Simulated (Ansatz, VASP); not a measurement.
## HfN in VASP and in Ansatz

The input INCAR:

```
PREC = Accurate ; ENCUT = 520
EDIFF = 1E-6 ; ISMEAR = 0
SIGMA = 0.15 ; LREAL = False
LASPH = True ; NELM = 80
ALGO = Normal ; ISIF = 2
LWAVE = False ; LCHARG = True
GGA = PE ; LELF = True
LVHAR = True ; NBANDS = 14
```

Contents of KPOINTS:

```
Automatic mesh
0
Gamma
  16 16 16
```

POSCAR

```
HfN
1.0
    0.0000000000      2.2738140414      2.2738140414
    2.2738140414      0.0000000000      2.2738140414
    2.2738140414      2.2738140414      0.0000000000
Hf N
1 1
Direct
   -0.0013390996      0.0020086494      0.0013390996
    0.5170638404      0.4744042393      0.4829361596
```

Input for Ansatz:

```yaml
crystal:
  lattice:
    - [0.0, 2.2738140414, 2.2738140414]
    - [2.2738140414, 0.0, 2.2738140414]
    - [2.2738140414, 2.2738140414, 0.0]
  atoms:
    - { symbol: Hf, position: [-0.0013390996, 0.0020086494, 0.0013390996] }
    - { symbol: "N", position: [0.5170638404, 0.4744042393, 0.4829361596] }
basis:
  ecutwfc: 520.0
kpoints:
  mp_grid: { grid: [16, 16, 16] }
hamiltonian:
  xc: pbe
  pseudopotentials: { kind: paw, azcp: { folder: soft_1 } }
scf:
  occupations: { method: gaussian, width: 0.15 }
output:
  forces: true
  stress: true
  eigenvalues: true
```

Change from the starting cell: mode 4 frozen in at -0.097 Å and mode 6 at -0.019 Å (largest displacements).

Alike in both runs: task single point; functional PBE; k mesh 16 × 16 × 16; occupations gaussian, width 0.15 eV; no spin polarisation.

|  | VASP | Ansatz |
| --- | --- | --- |
| version | VASP 6.6.1 | Ansatz 0.2.0 |
| potentials or method | VASP PAW PBE potentials, release 64 (Hf_pv, N), cutoff 520 eV | scalar-relativistic, plane waves, PAW |
| valence electrons in the cell | 15 | 31 |

```tsv
	VASP	Ansatz	Ansatz less VASP
gap on the k mesh at the Fermi level (eV)	none	none	-
pressure (GPa)	-0.8	1.4	+2.28
traceless stress, the component that is largest in VASP (GPa)	2.58	2.62	+0.033
rms of the force components (eV/Å)	0.678	0.679	+0.0009
```

Atom by atom the forces differ by 0.001 eV/Å (rms over components). A gap of «none» marks a metal or a gap that the smearing closes. VASP's potentials hold 15 valence electrons a cell and Ansatz's 31, so a difference there can come from the potentials and not from the codes.

Spin-orbit coupling is off throughout.
